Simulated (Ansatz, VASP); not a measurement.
**CaO in VASP and in Ansatz**

INCAR

```
ALGO = Normal
EDIFF = 1E-6
ENCUT = 520
GGA = PE
ISIF = 2
ISMEAR = 0
LASPH = T
LCHARG = F
LREAL = F
LWAVE = F
NBANDS = 15
NELM = 60
PREC = Accurate
SIGMA = 0.01
```

File KPOINTS:

```
k-points
0
Gamma
  8 8 8
```

POSCAR

```
CaO
1.0
    0.0000000000      2.4065000000      2.4065000000
    2.4065000000      0.0000000000      2.4065000000
    2.4065000000      2.4065000000      0.0000000000
Ca O
1 1
Direct
    0.0000000000      0.0000000000      0.0000000000
    0.5000000000      0.5000000000      0.5000000000
```

Input for Ansatz:

```yaml
crystal:
  lattice:
    - [0.0, 2.4065, 2.4065]
    - [2.4065, 0.0, 2.4065]
    - [2.4065, 2.4065, 0.0]
  atoms:
    - { symbol: Ca, position: [0.0, 0.0, 0.0] }
    - { symbol: O, position: [0.5, 0.5, 0.5] }
basis:
  ecutwfc: 450.0
kpoints:
  mp_grid:
    grid: [8, 8, 8]
  band_path:
    path:
      - [0.375, 0.375, 0.75]
      - [0.0, 0.0, 0.0]
      - [0.5, 0.5, 0.5]
      - [0.5, 0.25, 0.75]
      - [0.5, 0.0, 0.5]
    npoints: 10
hamiltonian:
  xc: pbe
  pseudopotentials:
    kind: paw
scf:
  n_extra_bands: 8
  occupations:
    method: fixed
```

Alike in both runs: task single point; functional PBE; k mesh 8 × 8 × 8; no spin polarisation.

```csv
,VASP,Ansatz
version,VASP 6.6.1,Ansatz 0.2.0
potentials or method,"VASP PAW PBE potentials, release 64 (Ca_sv, O), cutoff 520 eV","plane waves, PAW"
occupations,"gaussian, width 0.01 eV",fixed
valence electrons in the cell,16,16
```

```tsv
	VASP	Ansatz	Ansatz less VASP
gap on the k mesh at the Fermi level (eV)	3.64	3.66	+0.019
```
